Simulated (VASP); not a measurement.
WS2: single point with PBE

The system is WS2.

```
W S
1.0
     2.59173    0.00000    0.00000
     0.00000    2.59173    0.00000
     0.00000    0.00000    9.23417
W S
1 2
Direct
  0.50000 0.50000 0.50000
  0.50000 0.50000 0.76566
  0.50000 0.50000 0.23434
```

```yaml
Program: VASP 6.6.1
Task: single point
Functional: PBE
Potentials_or_basis: VASP PAW PBE potentials, release 64 (W_sv, S)
Cutoff: 520 eV
k_mesh: 10 × 10 × 3
Occupations: fermi-dirac, width 0.05 eV
Spin: no spin polarisation
Dipole_correction: no
Further_INCAR_settings: ALGO = Normal; EDIFF = 1e-07; NBANDS = 20
```

- Pressure: 0.8 GPa
- Largest force: 0.046 eV/Å
- Band gap on the k mesh: zero (band 13 reaches 7.92 eV, above the bottom of band 14 at 4.17 eV)

Forces in eV/Å, atoms in the order of the input:
```
W    0.000  0.000  0.000
S    0.000  0.000  0.046
S    0.000  0.000 -0.046
```

Stress tensor (GPa, compression positive):
```
0.96 0.00 0.00
0.00 0.96 0.00
0.00 0.00 0.50
```

Levels at points of the mesh, in eV from the Fermi level:
```
           k point  band 9  band 10  band 11  band 12  band 13  band 14  band 15  band 16  band 17  band 18
(0.00, 0.00, 0.00)   -4.63    -3.76     1.54     1.54     2.24     2.35     2.35     4.00     4.00     5.57
(0.50, 0.00, 0.00)   -4.30    -3.16    -2.27    -2.27     1.62     1.69     2.71     3.79     4.49     4.91
(0.50, 0.50, 0.00)   -4.79    -4.65    -4.65    -2.31    -0.78    -0.78    -0.31     3.88     4.34     5.85
```

Run time: 36 s on 1 thread of Intel(R) Xeon(R) Platinum 8375C CPU @ 2.90GHz (Ice Lake), with other jobs on the host, peak memory 0.2 GiB.

Caveat: spin-orbit coupling is left out, which moves the levels of the heavy elements; this functional lacks dispersion, which binds the layers, so the pressure and a relaxed spacing across them are unreliable.
